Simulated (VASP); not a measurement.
# Zr12B (a cell with a defect) in VASP: single point with PBE

Aim: the single point of Zr12B (a cell with a defect) with PBE.

All numbers are computed with VASP 6.6.1; they aren't measurements. Logs are shortened: lines on timing, memory, paths and dates and some standing lists are left out, and cuts for length are marked.

## (1) The cell of the first run

The cell holds a defect, 13 atoms: a = 6.460 Å, b = 9.690 Å, c = 5.145 Å, α = 90.00°, β = 90.00°, γ = 120.00°.

## (2) Single point, PBE

Input file INCAR:

```
SYSTEM = Zr12B
PREC = Accurate
ENCUT = 520
EDIFF = 1E-6
ISMEAR = 0
SIGMA = 0.1
LREAL = .FALSE.
LASPH = .TRUE.
NELM = 100
ALGO = Normal
ISIF = 2
LWAVE = .FALSE.
LCHARG = .FALSE.
GGA = PE
NBANDS = 86
```

Input file KPOINTS:

```
regular mesh
0
G
  3 2 3
  0 0 0
```

Input file POSCAR:

```
Zr12B
1.0
    6.4600000000      0.0000000000      0.0000000000
   -4.8450000000      8.3917860000      0.0000000000
    0.0000000000      0.0000000000      5.1453900000
Zr B
12 1
Direct
    0.0139267737     -0.0260604834     -0.0221487584
    0.1733735269      0.2039863743      0.4862712059
    0.0242080214      0.3187776714     -0.0071986769
    0.1812753879      0.5514553159      0.5211056888
   -0.0554621003      0.6012942894      0.0168922084
    0.1768803337      0.8731880198      0.4603404212
    0.5399613999      0.0386409997      0.0183307776
    0.6969327365      0.2594186744      0.5016016279
    0.4735760646      0.3359598302     -0.0077432420
    0.6615567587      0.5663683511      0.5122175384
    0.4938294198      0.6840398456      0.0300659425
    0.6768566208      0.9085293643      0.5228573539
    0.2823965794      0.7998548819      0.8386610150
```

Potentials or basis: VASP PAW PBE potentials, release 64 (Zr_sv, B).

Started as:

```
cat potpaw_PBE.64/Zr_sv/POTCAR potpaw_PBE.64/B/POTCAR > POTCAR
mpirun -np 1 vasp_std > vasp.out
```

OUTCAR:

```text
SYSTEM = Zr12B
   PREC = Accurate
   ENCUT = 520
   EDIFF = 1E-6
   ISMEAR = 0
   LREAL = .FALSE.
   LASPH = .TRUE.
   NELM = 100
   ISIF = 2
   GGA = PE

 ion  position               nearest neighbor table
   1  0.014  0.974  0.978-  12 3.04   6 3.04  11 3.13   7 3.14   2 3.18   6 3.19   2 3.25   9 3.27
                             3 3.31  12 3.41   5 3.41   7 3.43
   2  0.173  0.204  0.486-  12 3.06   9 3.06   3 3.11   9 3.11   8 3.15   3 3.17   1 3.18   6 3.22
                             1 3.25   4 3.35  10 3.35   8 3.38
   3  0.024  0.319  0.993-   9 2.82   7 2.95   5 3.03   2 3.11   4 3.12   8 3.16   2 3.17   8 3.23
                             1 3.31  11 3.32   4 3.35   9 3.64
   4  0.181  0.551  0.521-  13 2.71   8 2.99  10 3.03  11 3.08   3 3.12   5 3.13   6 3.15  11 3.16
                             5 3.17  12 3.34   2 3.35   3 3.35  10 3.43
   5  0.945  0.601  0.017-  13 2.26   9 2.84   3 3.03  10 3.06  10 3.10   4 3.13   4 3.17  11 3.22
                             6 3.23  11 3.39   1 3.41   6 3.67   8 3.80
   6  0.177  0.873  0.460-  13 2.29   1 3.04   7 3.08  12 3.09   4 3.15  10 3.18   1 3.19   2 3.22
                             5 3.23  12 3.43   7 3.54   8 3.57   5 3.67
   7  0.540  0.039  0.018-  13 2.26   3 2.95   6 3.08   8 3.10   9 3.12   1 3.14  12 3.16  12 3.20
                             8 3.24  11 3.30   1 3.43   6 3.54
   8  0.697  0.259  0.502-   4 2.99  10 3.10   7 3.10   2 3.15   3 3.16   9 3.17   3 3.23   7 3.24
                             9 3.25  12 3.34   2 3.38   6 3.57   5 3.80
   9  0.474  0.336  0.992-   3 2.82   5 2.84   2 3.06   2 3.11   7 3.12  10 3.14   8 3.17   8 3.25
                             1 3.27  10 3.30  11 3.32   3 3.64
  10  0.662  0.566  0.512-   4 3.03   5 3.06   5 3.10   8 3.10   9 3.14  11 3.14   6 3.18  12 3.27
                            11 3.29   9 3.30   2 3.35   4 3.43
  11  0.494  0.684  0.030-  13 2.37   4 3.08   1 3.13  10 3.14  12 3.16   4 3.16  12 3.22   5 3.22
                            10 3.29   7 3.30   9 3.32   3 3.32   5 3.39
  12  0.677  0.909  0.523-  13 2.75   1 3.04   2 3.06   6 3.09   7 3.16  11 3.16   7 3.20  11 3.22
                            10 3.27   4 3.34   8 3.34   1 3.41   6 3.43
  13  0.282  0.800  0.839-   5 2.26   7 2.26   6 2.29  11 2.37   4 2.71  12 2.75

  LATTYP: Found a simple monoclinic cell.
 ALAT       =     6.4600000000
 B/A-ratio  =     0.7965000000
 C/A-ratio  =     1.3228756308
 COS(beta)  =    -0.1889822400

  Lattice vectors:

 A1 = (   6.4600000000,   0.0000000000,   0.0000000000)
 A2 = (   0.0000000000,   0.0000000000,   5.1453900000)
 A3 = (  -1.6150000000,  -8.3917860000,   0.0000000000)

Analysis of symmetry for initial positions (statically):
=====================================================================
 Subroutine PRICEL returns:
 Original cell was already a primitive cell.

 Routine SETGRP: Setting up the symmetry group for a
 simple monoclinic supercell.

 Subroutine GETGRP returns: Found  1 space group operations
 (whereof  1 operations were pure point group operations)
 out of a pool of  4 trial point group operations.

The static configuration has the point symmetry C_1 .

Analysis of symmetry for dynamics (positions and initial velocities):
=====================================================================
 Subroutine PRICEL returns:
 Original cell was already a primitive cell.

 Routine SETGRP: Setting up the symmetry group for a
 simple monoclinic supercell.

 Subroutine GETGRP returns: Found  1 space group operations
 (whereof  1 operations were pure point group operations)
 out of a pool of  4 trial point group operations.

The dynamic configuration has the point symmetry C_1 .

 Subroutine INISYM returns: Found  1 space group operations
 (whereof  1 operations are pure point group operations),
 and found     1 'primitive' translations

----------------------------------------------------------------------------------------

                                     Primitive cell

  volume of cell :     278.9364

  direct lattice vectors                    reciprocal lattice vectors
     6.460000000  0.000000000  0.000000000     0.154798762  0.089373108  0.000000000
    -4.845000000  8.391786000  0.000000000     0.000000000  0.119164145  0.000000000
     0.000000000  0.000000000  5.145390000     0.000000000  0.000000000  0.194348728

  length of vectors
     6.460000000  9.689999859  5.145390000     0.178746214  0.119164145  0.194348728

  position of ions in fractional coordinates (direct lattice)
     0.013926774  0.973939517  0.977851242
     0.173373527  0.203986374  0.486271206
     0.024208021  0.318777671  0.992801323
     0.181275388  0.551455316  0.521105689
     0.944537900  0.601294289  0.016892208
     0.176880334  0.873188020  0.460340421
     0.539961400  0.038641000  0.018330778
     0.696932737  0.259418674  0.501601628
     0.473576065  0.335959830  0.992256758
     0.661556759  0.566368351  0.512217538
     0.493829420  0.684039846  0.030065943
[... 39 lines left out ...]

 -----------------------------------------------------------------------------
|                                                                             |
|           W    W    AA    RRRRR   N    N  II  N    N   GGGG   !!!           |
|           W    W   A  A   R    R  NN   N  II  NN   N  G    G  !!!           |
|           W    W  A    A  R    R  N N  N  II  N N  N  G       !!!           |
|           W WW W  AAAAAA  RRRRR   N  N N  II  N  N N  G  GGG   !            |
|           WW  WW  A    A  R   R   N   NN  II  N   NN  G    G                |
|           W    W  A    A  R    R  N    N  II  N    N   GGGG   !!!           |
|                                                                             |
|     Your reciprocal lattice and k-lattice belong to different lattice       |
|     classes:                                                                |
|                                                                             |
|        The reciprocal lattice is simple monoclinic,                         |
|        whereas your k-lattice is hexagonal.                                 |
|                                                                             |
|     Results are often still useful ...                                      |
|                                                                             |
 -----------------------------------------------------------------------------

 Subroutine IBZKPT returns following result:
 ===========================================

 Found     10 irreducible k-points:

 Following reciprocal coordinates:
            Coordinates               Weight
  0.000000  0.000000  0.000000      1.000000
  0.333333  0.000000  0.000000      2.000000
  0.000000  0.500000  0.000000      1.000000
  0.333333  0.500000  0.000000      2.000000
  0.000000  0.000000  0.333333      2.000000
  0.333333  0.000000  0.333333      2.000000
 -0.333333  0.000000  0.333333      2.000000
  0.000000  0.500000  0.333333      2.000000
  0.333333  0.500000  0.333333      2.000000
 -0.333333  0.500000  0.333333      2.000000
   k-points           NKPTS =     10   k-points in BZ     NKDIM =     10   number of bands    NBANDS=     86
   number of dos      NEDOS =    301   number of ions     NIONS =     13
   total plane-waves  NPLWV = 138240
   dimension x,y,z NGX =    48 NGY =   72 NGZ =   40
   dimension x,y,z NGXF=    96 NGYF=  144 NGZF=   80
   ions per type =              12   1
   NGX,Y,Z   is equivalent  to a cutoff of  12.35, 12.35, 12.92 a.u.
   NGXF,Y,Z  is equivalent  to a cutoff of  24.71, 24.71, 25.85 a.u.
 SYSTEM =  Zr12B
   PREC   = accura    normal or accurate (medium, high low for compatibility)
   ISTART =      0    job   : 0-new  1-cont  2-samecut
   ICHARG =      2    charge: 1-file 2-atom 10-const
   ISPIN  =      1    spin polarized calculation?
   LNONCOLLINEAR =      F non collinear calculations
   LSORBIT =      F    spin-orbit coupling
   LASPH  =      T    aspherical Exc in radial PAW
   ENCUT  =  520.0 eV  38.22 Ry    6.18 a.u.  12.01 18.02  9.57*2*pi/ulx,y,z
   NELM   =    100;   NELMIN=  2; NELMDL= -5     # of ELM steps
   EDIFF  = 0.1E-05   stopping-criterion for ELM
   LREAL  =      F    real-space projection
   EDIFFG = 0.1E-04   stopping-criterion for IOM
   NSW    =      0    number of steps for IOM
   IBRION =     -1    ionic relax: 0-MD 1-quasi-New 2-CG
   NFREE  =      0    steps in history (QN), initial steepest desc. (CG)
   ISIF   =      2    stress and relaxation
   ISYM   =      2    0-nonsym 1-usesym 2-fastsym
   POTIM  = 0.5000    time-step for ionic-motion
   TEBEG  =    0.0;   TEEND  =   0.0 temperature during run
   PSTRESS=    0.0 pullay stress
   NELECT =     147.0000    total number of electrons
   NUPDOWN=      -1.0000    fix difference up-down
   EMIN   =  10.00;   EMAX   =-10.00  energy-range for DOS
   EFERMI =   0.00;   METHOD = LEGACY
   ISMEAR =     0;   SIGMA  =   0.10  broadening in eV -4-tet -1-fermi 0-gaus
   EFERMI_NEDOS =   21; number of points for ismear=-14 and -15
   IALGO  =     38    algorithm
   IMIX   =      4    mixing-type and parameters
     AMIX     =   0.40;   BMIX     =  1.00
     AMIX_MAG =   1.60;   BMIX_MAG =  1.00
  volume/ion in A,a.u.               =      21.46       144.80
  Fermi-wavevector in a.u.,A,eV,Ry     =   1.322347  2.498874 23.791180  1.748602
  Thomas-Fermi vector in A             =   2.452035
   LORBIT       =      0    0 simple, 1 ext, 2 COOP (PROOUT), +10 PAW based schemes
   GGA     = PE    functional components
   LHFCALC =     F    Hartree Fock is set to
   AEXX    =    0.0000 exact exchange contribution
   IVDW    =     0    specifies the selected vdW correction
   LEPSILON=     F    determine dielectric tensor
   LRPA    =     F    only Hartree local field effects (RPA)
 non-spin polarized calculation
 Gauss-broadening in eV      SIGMA  =   0.10
  energy-cutoff  :      520.00
  volume of cell :      278.94
 maximum number of plane-waves:      7545
   NGX = 25   NGY = 37   NGZ = 19

 number of electron     147.0000000 magnetization

 Free energy of the ion-electron system (eV)
  ---------------------------------------------------
  ext. energy  EPLUGINS =         0.00000000
  ---------------------------------------------------
  free energy    TOTEN  =      -108.43231696 eV

  energy without entropy =     -108.35529522  energy(sigma->0) =     -108.39380609

 E-fermi :   8.9964     XC(G=0): -11.2151

 val. band max:        8.9768827334   @ k =  -0.3333   0.0000   0.3333
 cond. band min:       9.0005354863   @ k =   0.3333   0.0000   0.3333
 fundamental gap:      0.0236527530
 Fermi energy:         8.9963563463

 k-point     1 :       0.0000    0.0000    0.0000
  band No.  band energies     occupation
      1     -39.6925      2.00000
      2     -39.5898      2.00000
      3     -39.5375      2.00000
      4     -39.5192      2.00000
      5     -39.4721      2.00000
      6     -39.4257      2.00000
[... 869 lines left out ...]
     84      10.0571      0.00000
     85      10.2136      0.00000
 [bands above 85 left out]

------------------------ aborting loop because EDIFF is reached ----------------------------------------

  FORCE on cell =-STRESS in cart. coord.  units (eV):
  Direction    XX          YY          ZZ          XY          YZ          ZX
  --------------------------------------------------------------------------------------
  -------------------------------------------------------------------------------------
  Total        7.2580573      4.9992963      3.9231713      3.1431712     -1.9581400      2.9856029
  in kB       41.6894111     28.7153587     22.5342256     18.0539986    -11.2473216     17.1489450
  external PRESSURE =      30.9796651 kB  Pullay stress =       0.0000000 kB

 VOLUME and BASIS-vectors are now :
 -----------------------------------------------------------------------------
  energy-cutoff  :      520.00
  volume of cell :      278.94
      direct lattice vectors                 reciprocal lattice vectors
     6.460000000  0.000000000  0.000000000     0.154798762  0.089373108  0.000000000
    -4.845000000  8.391786000  0.000000000     0.000000000  0.119164145  0.000000000
     0.000000000  0.000000000  5.145390000     0.000000000  0.000000000  0.194348728

 POSITION                                       TOTAL-FORCE (eV/Angst)
 -----------------------------------------------------------------------------------
     -4.62877      8.17309      5.03143         0.022546     -0.004053     -0.279410
      0.13168      1.71181      2.50206        -0.131518      0.076380     -0.037157
     -1.38809      2.67511      5.10835        -0.042599      0.003907      0.023590
     -1.50076      4.62769      2.68129        -0.062889      0.124374      0.265456
      3.18844      5.04593      0.08692         0.035958      0.173915      0.235113
     -3.08795      7.32761      2.36863        -0.135687      0.192264     -0.293008
      3.30093      0.32427      0.09432         0.170250     -0.244287      0.138340
      3.24530      2.17699      2.58094        -0.132746      0.006082      0.089731
      1.43158      2.81930      5.10555         0.136122     -0.176240      0.061536
      1.52960      4.75284      2.63556        -0.055700     -0.001314      0.221510
     -0.12404      5.74032      0.15470         0.044133     -0.084267      0.311478
     -0.02933      7.62418      2.69031        -0.144370     -0.068752      0.201532
     -2.05101      6.71221      4.31524         0.296499      0.001992     -0.938713
 -----------------------------------------------------------------------------------
    total drift:                               -0.000077      0.000482     -0.000328

  FREE ENERGIE OF THE ION-ELECTRON SYSTEM (eV)
  ---------------------------------------------------
  free  energy   TOTEN  =      -108.4323169561 eV

  energy  without entropy=     -108.3552952197  energy(sigma->0) =     -108.39380609
```

Run time: 10 min. Hardware: 1 thread of AMD EPYC 7R13, shared host; peak memory 0.4 GiB.

What came out:

| Property | Result |
| --- | --- |
| Free energy | -108.4323 eV |
| Pressure | 3.1 GPa |
| Largest force | 0.984 eV/Å |

Forces on the atoms (eV/Å):
```
Zr   0.023 -0.004 -0.279
Zr  -0.132  0.076 -0.037
Zr  -0.043  0.004  0.024
Zr  -0.063  0.124  0.265
Zr   0.036  0.174  0.235
Zr  -0.136  0.192 -0.293
Zr   0.170 -0.244  0.138
Zr  -0.133  0.006  0.090
Zr   0.136 -0.176  0.062
Zr  -0.056 -0.001  0.222
Zr   0.044 -0.084  0.311
Zr  -0.144 -0.069  0.202
B    0.296  0.002 -0.939
```

Caveat: the k points lie up to 0.41 Å⁻¹ apart.
